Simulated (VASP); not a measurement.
# BaTe (Fm-3m) in VASP: notebook, part 2 of 2

VASP 6.6.1. Earlier steps stand in the parts before.

## Step 4: Single point, r2SCAN (volume changed by +3%)

File POSCAR:

```
BaTe
1.0
    0.0000000000      3.5673555405      3.5673555405
    3.5673555405      0.0000000000      3.5673555405
    3.5673555405      3.5673555405      0.0000000000
Ba Te
1 1
Direct
    0.0000000000      0.0000000000      0.0000000000
    0.5000000000      0.5000000000      0.5000000000
```

File INCAR.step1:

```
PREC     = Accurate       # precision mode
ENCUT    = 520            # plane-wave cutoff, eV
ISMEAR   = 0              # smearing method
SIGMA    = 0.01           # smearing width, eV
LREAL    = False          # projectors in reciprocal space
LASPH    = True           # aspherical terms in the spheres
NELM     = 80             # most SCF steps
NBANDS   = 15             # bands
GGA      = PE             # functional
ALGO     = Normal         # electronic algorithm
EDIFF    = 1E-4           # SCF threshold, eV
LWAVE    = True           # write WAVECAR
LCHARG   = False          # write CHGCAR
```

File INCAR.step2:

```
PREC     = Accurate       # precision mode
ENCUT    = 520            # plane-wave cutoff, eV
EDIFF    = 1E-7           # SCF threshold, eV
ISMEAR   = 0              # smearing method
SIGMA    = 0.01           # smearing width, eV
LREAL    = False          # projectors in reciprocal space
LASPH    = True           # aspherical terms in the spheres
NELM     = 80             # most SCF steps
ALGO     = Normal         # electronic algorithm
ISIF     = 2              # what is computed and relaxed
LWAVE    = False          # write WAVECAR
LCHARG   = False          # write CHGCAR
METAGGA  = R2SCAN         # meta-GGA
LMIXTAU  = True         
NBANDS   = 15             # bands
ISTART   = 1
```

File KPOINTS:

```
regular mesh
0
Gamma
  6 6 6
```

Potentials or basis: VASP PAW PBE potentials, release 64 (Ba_sv, Te).

Command:

```
$ cat potpaw_PBE.64/Ba_sv/POTCAR potpaw_PBE.64/Te/POTCAR > POTCAR
$ cp INCAR.step1 INCAR
$ mpirun -np 1 vasp_std > vasp.out
$ cp INCAR.step2 INCAR
$ mpirun -np 1 vasp_std > vasp.out
```

OUTCAR:

```text
PREC = Accurate
   ENCUT = 520
   EDIFF = 1E-7
   ISMEAR = 0
   LREAL = False
   LASPH = True
   NELM = 80
   ISIF = 2
   METAGGA = R2SCAN
   ISTART = 1

 ion  position               nearest neighbor table
   1  0.000  0.000  0.000-   2 3.57   2 3.57   2 3.57   2 3.57   2 3.57   2 3.57
   2  0.500  0.500  0.500-   1 3.57   1 3.57   1 3.57   1 3.57   1 3.57   1 3.57

  LATTYP: Found a face centered cubic cell.
 ALAT       =     7.1347110810

  Lattice vectors:

 A1 = (   0.0000000000,   3.5673555405,   3.5673555405)
 A2 = (   3.5673555405,   0.0000000000,   3.5673555405)
 A3 = (   3.5673555405,   3.5673555405,   0.0000000000)

Analysis of symmetry for initial positions (statically):
=====================================================================
 Subroutine PRICEL returns:
 Original cell was already a primitive cell.

 Routine SETGRP: Setting up the symmetry group for a
 face centered cubic supercell.

 Subroutine GETGRP returns: Found 48 space group operations
 (whereof 48 operations were pure point group operations)
 out of a pool of 48 trial point group operations.

The static configuration has the point symmetry O_h .

Analysis of symmetry for dynamics (positions and initial velocities):
=====================================================================
 Subroutine PRICEL returns:
 Original cell was already a primitive cell.

 Routine SETGRP: Setting up the symmetry group for a
 face centered cubic supercell.

 Subroutine GETGRP returns: Found 48 space group operations
 (whereof 48 operations were pure point group operations)
 out of a pool of 48 trial point group operations.

The dynamic configuration has the point symmetry O_h .

 Subroutine INISYM returns: Found 48 space group operations
 (whereof 48 operations are pure point group operations),
 and found     1 'primitive' translations

----------------------------------------------------------------------------------------

                                     Primitive cell

  volume of cell :      90.7965

  direct lattice vectors                    reciprocal lattice vectors
[... 111 lines left out ...]
  energy-cutoff  :      520.00
  volume of cell :       90.80
 maximum number of plane-waves:      2457
 NGX is ok and might be reduce to    40
   NGX = 19   NGY = 19   NGZ = 19

 number of electron      16.0000000 magnetization

 Free energy of the ion-electron system (eV)
  ---------------------------------------------------
  ext. energy  EPLUGINS =         0.00000000
  ---------------------------------------------------
  free energy    TOTEN  =       -56.02588187 eV

  energy without entropy =      -56.02588187  energy(sigma->0) =      -56.02588187

 E-fermi :   1.7919     XC(G=0):  -8.3913

 val. band max:        1.7155957953   @ k =   0.0000   0.0000   0.0000
 cond. band min:       3.7042424321   @ k =   0.5000   0.5000   0.0000
 fundamental gap:      1.9886466368
 Fermi energy:         1.7919496102

 k-point     1 :       0.0000    0.0000    0.0000
  band No.  band energies     occupation
      1     -26.2533      2.00000
      2     -10.9672      2.00000
      3     -10.9672      2.00000
      4     -10.9672      2.00000
      5      -7.9741      2.00000
      6       1.7156      2.00000
      7       1.7156      2.00000
      8       1.7156      2.00000
      9       5.0607      0.00000
     10       5.0854      0.00000
     11       5.0854      0.00000
     12       5.0854      0.00000
     13       5.7164      0.00000
     14       5.7164      0.00000
[... 257 lines left out ...]
      2     -11.1070      2.00000
      3     -11.0709      2.00000
      4     -11.0580      2.00000
      5      -7.6521      2.00000
      6       0.6754      2.00000
      7       0.7207      2.00000
      8       0.9980      2.00000
      9       4.6848      0.00000
     10       6.6335      0.00000
     11       6.8482      0.00000
     12       7.3922      0.00000
     13       7.7864      0.00000
     14       8.5621      0.00000
     15      10.1336      0.00000

------------------------ aborting loop because EDIFF is reached ----------------------------------------

  FORCE on cell =-STRESS in cart. coord.  units (eV):
  Direction    XX          YY          ZZ          XY          YZ          ZX
  --------------------------------------------------------------------------------------
  -------------------------------------------------------------------------------------
  Total       -0.3307470     -0.3307470     -0.3307470      0.0000000      0.0000000      0.0000000
  in kB       -5.8362954     -5.8362954     -5.8362954      0.0000000      0.0000000      0.0000000
  external PRESSURE =      -5.8362954 kB  Pullay stress =       0.0000000 kB

 VOLUME and BASIS-vectors are now :
 -----------------------------------------------------------------------------
  energy-cutoff  :      520.00
  volume of cell :       90.80
      direct lattice vectors                 reciprocal lattice vectors
     0.000000000  3.567355540  3.567355540    -0.140159845  0.140159845  0.140159845
     3.567355540  0.000000000  3.567355540     0.140159845 -0.140159845  0.140159845
     3.567355540  3.567355540  0.000000000     0.140159845  0.140159845 -0.140159845

 POSITION                                       TOTAL-FORCE (eV/Angst)
 -----------------------------------------------------------------------------------
      0.00000      0.00000      0.00000         0.000000      0.000000     -0.000000
      3.56736      3.56736      3.56736        -0.000000     -0.000000      0.000000
 -----------------------------------------------------------------------------------
    total drift:                                0.000000     -0.000000     -0.000000

  FREE ENERGIE OF THE ION-ELECTRON SYSTEM (eV)
  ---------------------------------------------------
  free  energy   TOTEN  =       -56.0258818698 eV

  energy  without entropy=      -56.0258818698  energy(sigma->0) =      -56.02588187
```

OSZICAR.step1:

```text
N       E                     dE             d eps       ncg     rms          rms(c)
DAV:   1     0.863186087398E+02    0.86319E+02   -0.60250E+03   480   0.875E+02
DAV:   2    -0.339181513830E+01   -0.89710E+02   -0.82702E+02   655   0.155E+02
DAV:   3    -0.860361122093E+01   -0.52118E+01   -0.51823E+01   636   0.403E+01
DAV:   4    -0.873684704398E+01   -0.13324E+00   -0.13321E+00   626   0.655E+00
DAV:   5    -0.874028833234E+01   -0.34413E-02   -0.34413E-02   699   0.872E-01    0.346E+00
DAV:   6    -0.861527685106E+01    0.12501E+00   -0.14578E-01   585   0.186E+00    0.227E+00
DAV:   7    -0.861778650983E+01   -0.25097E-02   -0.11416E-01   600   0.185E+00    0.840E-01
DAV:   8    -0.862568953348E+01   -0.79030E-02   -0.16241E-02   508   0.849E-01    0.198E-01
DAV:   9    -0.862604792593E+01   -0.35839E-03   -0.96069E-04   634   0.189E-01    0.684E-02
DAV:  10    -0.862628997542E+01   -0.24205E-03   -0.44303E-04   501   0.139E-01    0.233E-02
DAV:  11    -0.862630427134E+01   -0.14296E-04   -0.39480E-05   436   0.379E-02
   1 F= -.86263043E+01 E0= -.86263043E+01  d E =-.104456E-21
```

It took 2.5 min on 1 thread of Intel Xeon 6975P-C, shared host; peak memory 0.26 GiB.

Results:

```yaml
Free_energy: -56.0259 eV
Pressure: -0.6 GPa
Band_gap_on_the_k_mesh: 1.99 eV, indirect (least direct gap 2.37 eV)
```

Levels at points of the mesh, in eV from the valence-band top:
| k point | band 6 | band 7 | band 8 | band 9 | band 10 | band 11 |
| --- | --- | --- | --- | --- | --- | --- |
| (0.00, 0.00, 0.00) | 0.00 | 0.00 | 0.00 | 3.35 | 3.37 | 3.37 |
| (0.50, 0.00, 0.00) | -2.07 | -1.01 | -1.01 | 4.56 | 5.12 | 5.28 |
| (0.50, 0.50, 0.00) | -1.13 | -0.39 | -0.39 | 1.99 | 4.85 | 5.10 |

Caveat: the PAW data sets were made with another functional, which shifts forces and pressure a little; spin-orbit coupling is left out, which moves the levels of the heavy elements. A k mesh can miss the band edges.

## Step 5: Single point, r2SCAN (volume changed by +6%)

File POSCAR:

```
BaTe
1.0
    0.0000000000      3.6016591405      3.6016591405
    3.6016591405      0.0000000000      3.6016591405
    3.6016591405      3.6016591405      0.0000000000
Ba Te
1 1
Direct
    0.0000000000      0.0000000000      0.0000000000
    0.5000000000      0.5000000000      0.5000000000
```

File INCAR.step1:

```
  ALGO = Normal
  EDIFF = 1E-4
  ENCUT = 520
  GGA = PE
  ISMEAR = 0
  LASPH = T
  LCHARG = F
  LREAL = F
  LWAVE = T
  NBANDS = 15
  NELM = 60
  PREC = Accurate
  SIGMA = 0.01
```

File INCAR.step2:

```
  ALGO = Normal
  EDIFF = 1E-7
  ENCUT = 520
  ISIF = 2
  ISMEAR = 0
  ISTART = 1
  LASPH = T
  LCHARG = F
  LMIXTAU = T
  LREAL = F
  LWAVE = F
  METAGGA = R2SCAN
  NBANDS = 15
  NELM = 60
  PREC = Accurate
  SIGMA = 0.01
```

File KPOINTS:

```
k-points
0
Gamma
  6 6 6
```

Command:

```
$ cat potpaw_PBE.64/Ba_sv/POTCAR potpaw_PBE.64/Te/POTCAR > POTCAR
$ cp INCAR.step1 INCAR
$ mpirun -np 1 vasp_std > vasp.out
$ cp INCAR.step2 INCAR
$ mpirun -np 1 vasp_std > vasp.out
```

It took 2.5 min on 1 thread of Intel Xeon 6975P-C, shared host; peak memory 0.27 GiB.

It converged, with:

* Free energy: -56.0100 eV
* Pressure: -1.3 GPa
* Band gap on the k mesh: 2.04 eV, indirect (least direct gap 2.42 eV)

Levels at points of the mesh, in eV from the valence-band top:
| k point | band 5 | band 6 | band 7 | band 8 | band 9 | band 10 | band 11 | band 12 |
| --- | --- | --- | --- | --- | --- | --- | --- | --- |
| (0.00, 0.00, 0.00) | -9.63 | 0.00 | 0.00 | 0.00 | 3.23 | 3.38 | 3.38 | 3.38 |
| (0.50, 0.00, 0.00) | -9.07 | -2.00 | -0.96 | -0.96 | 4.51 | 5.04 | 5.21 | 5.21 |
| (0.50, 0.50, 0.00) | -9.44 | -1.11 | -0.38 | -0.38 | 2.04 | 4.80 | 4.97 | 5.84 |

Caveat: the PAW data sets were made with another functional, which shifts forces and pressure a little; spin-orbit coupling is left out, which moves the levels of the heavy elements.

## Step 6: Summary

```csv
cell,gap on the mesh (eV),pressure (GPa)
"a = 4.945 Å, angles 60.0°, 2 atoms",1.87,1.3
"a = 4.996 Å, angles 60.0°, 2 atoms",1.93,0.3
"a = 5.045 Å, angles 60.0°, 2 atoms",1.99,-0.6
"a = 5.094 Å, angles 60.0°, 2 atoms",2.04,-1.3
```

Alike in all rows: task single point; level r2SCAN; potentials or basis VASP PAW PBE potentials, release 64 (Ba_sv, Te); no spin polarisation; k mesh 6 × 6 × 6; cutoff (eV) 520; smearing gaussian 0.01 eV.

Caveats: the PAW data sets were made with another functional, which shifts forces and pressure a little; spin-orbit coupling is left out, which moves the levels of the heavy elements.

Absolute energies hang on the potentials; compare differences alone.
